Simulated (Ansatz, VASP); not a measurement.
# Two plane-wave programs on C

```
CELL_PARAMETERS angstrom
-2.45342 2.45342 2.48223
2.45342 -2.45342 2.48223
2.45342 2.45342 -2.48223
ATOMIC_POSITIONS crystal
C 0.83863 0.16137 0.00000
C 0.16137 0.16137 0.32273
C 0.91137 0.41137 0.82273
C 0.58863 0.41137 0.50000
C 0.83863 0.83863 0.67727
C 0.16137 0.83863 0.00000
C 0.91137 0.08863 0.50000
C 0.58863 0.08863 0.17727
```

Change from the starting cell: the structure that the rattled bcc type (Im-3m, No. 229) fell into.

Alike in both runs: task relaxation of cell and atoms; functional PBEsol; k mesh 8 × 8 × 8; occupations gaussian, width 0.02 eV; no spin polarisation.

|  | VASP | Ansatz |
| --- | --- | --- |
| version | VASP 6.6.1 | Ansatz 0.2.0 |
| potentials or method | VASP PAW PBE potentials, release 64 (C), cutoff 600 eV | scalar-relativistic, plane waves, PAW |
| valence electrons in the cell | 32 | 32 |

|  | VASP | Ansatz | Ansatz less VASP |
| --- | --- | --- | --- |
| gap on the k mesh at the Fermi level, each at its own relaxed structure (eV) | 3.13 | 3.15 | +0.020 |
| relaxed volume (Å³/atom) | 7.48 | 7.47 | -0.005 |
| relaxed cell length with the largest relative difference (Å) | 4.267 | 4.266 | -0.0010 |

VASP's potentials were made for PBE, not for PBEsol.
